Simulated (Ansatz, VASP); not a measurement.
# Pb in VASP and in Ansatz

Contents of INCAR:

```
SYSTEM = Pb
PREC = Accurate
ENCUT = 520
EDIFF = 1E-8
ISMEAR = -1
SIGMA = 0.05
LREAL = .False.
LASPH = .True.
NELM = 60
ALGO = Normal
ISIF = 2
LWAVE = .False.
LCHARG = .False.
GGA = CA
LEFG = .True.
NBANDS = 21
```

Contents of KPOINTS:

```
regular mesh
0
Gamma
  8 8 8
  0 0 0
```

Contents of POSCAR:

```
Pb
1.0
   -0.0343900006      3.4218050552      3.4218050552
    3.4218050552     -0.0343900006      3.4218050552
    3.4218050552      3.4218050552     -0.0343900006
Pb
2
Direct
    0.0000000000      0.0000000000      0.0000000000
    0.2500000000      0.2500000000      0.2500000000
```

Input for Ansatz:

```yaml
crystal:
  lattice:
    - [-0.0343900006, 3.4218050552, 3.4218050552]
    - [3.4218050552, -0.0343900006, 3.4218050552]
    - [3.4218050552, 3.4218050552, -0.0343900006]
  atoms:
    - { symbol: Pb, position: [0.0, 0.0, 0.0] }
    - { symbol: Pb, position: [0.25, 0.25, 0.25] }
kpoints:
  mp_grid: { grid: [8, 8, 8] }
scf:
  occupations: { method: fermi_dirac, width: 0.05 }
hamiltonian:
  xc: lda
  pseudopotentials: { kind: all_electron, datasets: crystal }
output:
  forces: true
  stress: true
  eigenvalues: true
  efg: { contact_densities: true }
```

Change from the starting cell: equal xy, yz and zx shear strains of -1 %, crystal datasets.

Alike in both runs: task electric field gradients; functional LDA; k mesh 8 × 8 × 8; occupations fermi-dirac, width 0.05 eV; no spin polarisation.

|  | VASP | Ansatz |
| --- | --- | --- |
| version | VASP 6.6.1 | Ansatz 0.2.0 |
| potentials or method | VASP PAW LDA potentials, release 64 (Pb_d), cutoff 520 eV | all-electron PAW with datasets made for the crystal, scalar-relativistic |

```tsv
	VASP	Ansatz	Ansatz less VASP
pressure (GPa)	-0.7	-0.7	-0.02
traceless stress, the component that is largest in VASP (GPa)	0.35	0.35	-0.004
rms of the force components (eV/Å)	0.067	0.066	-0.0010
size of Vzz on the site where it differs most (V/Å²)	27.3	26.6	-0.68
```

LDA's correlation is that of Perdew and Zunger in VASP and of Perdew and Wang (1992) in Ansatz. Atom by atom the forces differ by 0.001 eV/Å (rms over components). Ansatz ran all-electron here, and VASP with PAW potentials.

Neither program's run includes spin-orbit coupling.
